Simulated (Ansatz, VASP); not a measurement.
MgS: VASP beside Ansatz

Contents of INCAR:

```
SYSTEM = MgS
ALGO = Normal
EDIFF = 1E-6
ENCUT = 600
GGA = CA
GGA_COMPAT = .False.
ISIF = 2
ISMEAR = 0
LASPH = .True.
LCHARG = .False.
LREAL = .False.
LWAVE = .False.
NBANDS = 11
NELM = 120
PREC = Accurate
SIGMA = 0.01
```

The input KPOINTS:

```
k-points
0
Gamma
  6 6 6
  0 0 0
```

POSCAR

```
MgS
1.0
    0.0000000000      2.5395368125      2.5395368125
    2.5395368125      0.0000000000      2.5395368125
    2.5395368125      2.5395368125      0.0000000000
Mg S
1 1
Direct
    0.0000000000      0.0000000000      0.0000000000
    0.5000000000      0.5000000000      0.5000000000
```

Input for Ansatz:

```yaml
crystal:
  lattice:
    - [0.0, 2.5395368125, 2.5395368125]
    - [2.5395368125, 0.0, 2.5395368125]
    - [2.5395368125, 2.5395368125, 0.0]
  atoms:
    - { symbol: Mg, position: [0.0, 0.0, 0.0] }
    - { symbol: S, position: [0.5, 0.5, 0.5] }
basis:
  ecutwfc: 420
kpoints:
  mp_grid: { grid: [6, 6, 6] }
  band_path:
    path:
      - [0.0, 0.0, 0.0]
      - [0.0, 0.0, 0.0]
      - [0.5, 0.5, 0.0]
      - [0.5, 0.5, 0.5]
      - [0.5, 0.5, 0.5]
    npoints: 1
hamiltonian:
  xc: lda
  pseudopotentials: { kind: paw, azcp: { folder: soft_1 } }
scf:
  occupations: { method: fixed }
  n_extra_bands: 5
output:
  forces: true
  stress: true
  eigenvalues: true
```

Alike in both runs: task single point; functional LDA; k mesh 6 × 6 × 6; no spin polarisation.

|  | VASP | Ansatz |
| --- | --- | --- |
| version | VASP 6.6.1 | Ansatz 0.2.0 |
| potentials or method | VASP PAW LDA potentials, release 64 (Mg, S), cutoff 600 eV | scalar-relativistic, plane waves, PAW |
| occupations | gaussian, width 0.01 eV | fixed |
| valence electrons in the cell | 8 | 16 |

|  | VASP | Ansatz | Ansatz less VASP |
| --- | --- | --- | --- |
| gap on the k mesh at the Fermi level (eV) | 2.71 | 2.71 | -0.001 |
| least direct gap on the mesh (eV) | 4.09 | 4.07 | -0.014 |
| pressure (GPa) | 2.1 | 2.7 | +0.60 |

Ansatz warns that its potentials were made for another functional, while VASP's fit it. LDA's correlation is that of Perdew and Zunger in VASP and of Perdew and Wang (1992) in Ansatz. VASP's potentials hold 8 valence electrons a cell and Ansatz's 16, so a difference there can come from the potentials and not from the codes.
